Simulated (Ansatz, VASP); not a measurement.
Hf4Cl3 in VASP and in Ansatz

```
CELL_PARAMETERS angstrom
3.49356 -4.59357 0.00000
3.49356 4.59357 0.00000
0.00000 0.00000 5.89329
ATOMIC_POSITIONS crystal
Hf 0.71407 0.71407 0.23563
Hf 0.28593 0.28593 0.23563
Hf 0.28593 0.28593 0.76437
Hf 0.71407 0.71407 0.76437
Cl 0.66807 0.33193 0.50000
Cl 0.33193 0.66807 0.50000
Cl 0.00000 0.00000 0.50000
```

Alike in both runs: functional PBE; k mesh 4 × 4 × 3; occupations gaussian, width 0.2 eV; no spin polarisation.

Ansatz relaxed the structure, and its values are those at the end. VASP's run is a single point on that final structure, the one shown.

|  | VASP | Ansatz |
| --- | --- | --- |
| version | VASP 6.6.1 | Ansatz 0.2.0 |
| potentials or method | VASP PAW PBE potentials, release 64 (Hf_pv, Cl), cutoff 500 eV | scalar-relativistic, plane waves, PAW |
| valence electrons in the cell | 61 | 125 |

|  | VASP | Ansatz | Ansatz less VASP |
| --- | --- | --- | --- |
| gap on the k mesh at the Fermi level (eV) | none | none | - |
| pressure (GPa) | -0.2 | 0.3 | +0.42 |
| rms of the force components (eV/Å) | 0.027 | 0.009 | -0.0185 |

A gap of «none» marks a metal or a gap that the smearing closes. VASP's potentials hold 61 valence electrons a cell and Ansatz's 125, so a difference there can come from the potentials and not from the codes.

Spin-orbit coupling is off throughout.
